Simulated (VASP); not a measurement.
A run of VASP 6.6.1:

INCAR

```
PREC = Accurate
ENCUT = 520
EDIFF = 1E-7
ISMEAR = -1
SIGMA = 0.1
LREAL = False
LASPH = True
NELM = 100
ALGO = Normal
ISIF = 2
LWAVE = False
LCHARG = False
GGA = PE
NBANDS = 12
```

KPOINTS

```
regular mesh
0
Gamma
  18 18 5
```

POSCAR

```
Be
1.0
    2.3133862599      0.0000000000      0.0000000000
   -1.1566931300      2.0034512698      0.0000000000
    0.0000000000      0.0000000000      7.3645936134
Be
4
Direct
    0.0000000000      1.0000000000      1.0000000000
    0.0000000000      0.0000000000      0.5000000000
    0.3333333333      0.6666666667      0.2500000000
    0.6666666667      0.3333333333      0.7500000000
```

Potentials or basis: VASP PAW PBE potentials, release 64 (Be).

The run is started by

```bash
$ cat potpaw_PBE.64/Be/POTCAR > POTCAR
$ mpirun -np 1 vasp_std > vasp.out
```

Hardware: 1 thread of Intel(R) Xeon(R) 6975P-C (Granite Rapids) (shared host).

Problem. How long does it take, and how much memory?

Solution. Run time: 18 s on 1 thread of Intel(R) Xeon(R) 6975P-C (Granite Rapids), with other jobs on the host, peak memory 0.16 GiB. Counts: scf iterations 11, k points 111.
